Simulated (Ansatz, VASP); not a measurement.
Two plane-wave programs on Rb

INCAR

```
SYSTEM = Rb
ALGO     = Fast           ! electronic algorithm
EDIFF    = 1E-7           ! SCF threshold, eV
ENCUT    = 520            ! plane-wave cutoff, eV
GGA      = PE             ! functional
ISIF     = 2              ! what is computed and relaxed
ISMEAR   = 0              ! smearing method
LASPH    = .TRUE.         ! aspherical terms in the spheres
LCHARG   = .FALSE.        ! write CHGCAR
LREAL    = .FALSE.        ! projectors in reciprocal space
LWAVE    = .FALSE.        ! write WAVECAR
NBANDS   = 10             ! bands
NELM     = 100            ! most SCF steps
PREC     = Accurate       ! precision mode
SIGMA    = 0.15           ! smearing width, eV
```

KPOINTS

```
k-points
0
G
  12 12 12
  0 0 0
```

File POSCAR:

```
Rb
1.0
   -2.8901800000      2.8901800000      2.7218200000
    2.8901800000     -2.8901800000      2.7218200000
    2.8901800000      2.8901800000     -2.7218200000
Rb
1
Direct
    0.0000000000      0.0000000000      0.0000000000
```

Input for Ansatz:

```yaml
crystal:
  lattice:
    - [-2.89018, 2.89018, 2.72182]
    - [2.89018, -2.89018, 2.72182]
    - [2.89018, 2.89018, -2.72182]
  atoms:
    - { symbol: Rb, position: [0.0, 0.0, 0.0] }
basis:
  ecutwfc: 420
kpoints:
  mp_grid: { grid: [12, 12, 12] }
hamiltonian:
  xc: pbe
scf:
  occupations: { method: gaussian, width: 0.15 }
output:
  forces: true
  stress: true
  eigenvalues: true
```

Change from the starting cell: strain +0.030 along x and y, -0.030 along z, atoms carried along.

Alike in both runs: task single point; functional PBE; k mesh 12 × 12 × 12; occupations gaussian, width 0.15 eV; no spin polarisation.

```csv
,VASP,Ansatz
version,VASP 6.6.1,Ansatz 0.2.0
potentials or method,"VASP PAW PBE potentials, release 64 (Rb_sv), cutoff 520 eV","scalar-relativistic, plane waves, PAW"
valence electrons in the cell,9,9
```

|  | VASP | Ansatz | Ansatz less VASP |
| --- | --- | --- | --- |
| gap on the k mesh at the Fermi level (eV) | none | none | - |
| pressure (GPa) | 0.0 | 0.0 | 0.00 |

A gap of «none» marks a metal or a gap that the smearing closes.
